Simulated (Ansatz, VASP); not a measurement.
TaF3: VASP beside Ansatz

```
Ta F
1.0
     3.90120    0.00000    0.00000
     0.00000    3.90120    0.00000
     0.00000    0.00000    3.90120
Ta F
1 3
Direct
  0.00000 0.00000 0.00000
  0.50000 0.00000 0.00000
  0.00000 0.50000 0.00000
  0.00000 0.00000 0.50000
```

Alike in both runs: task single point; functional r2SCAN; k mesh 3 × 3 × 3; no spin polarisation.

```csv
,VASP,Ansatz
version,VASP 6.6.1,Ansatz 0.2.0
potentials or method,"VASP PAW PBE potentials, release 64 (Ta_pv, F)","plane waves, PAW"
plane-wave cutoff (eV),660,500
occupations,"fermi-dirac, width 0.1 eV",fermi-dirac
valence electrons in the cell,32,34
```

Ansatz gave:

| Quantity | Value |
| --- | --- |
| pressure (GPa) | 23.4 |

Q: What did VASP give for the same quantities?

A: Pressure (GPa): 24.0.

VASP's potentials were made for PBE, not for r2SCAN. VASP's potentials hold 32 valence electrons a cell and Ansatz's 34, so a difference there can come from the potentials and not from the codes.

The k mesh is coarse, so the values compare programs but aren't converged. Spin-orbit coupling is off throughout.
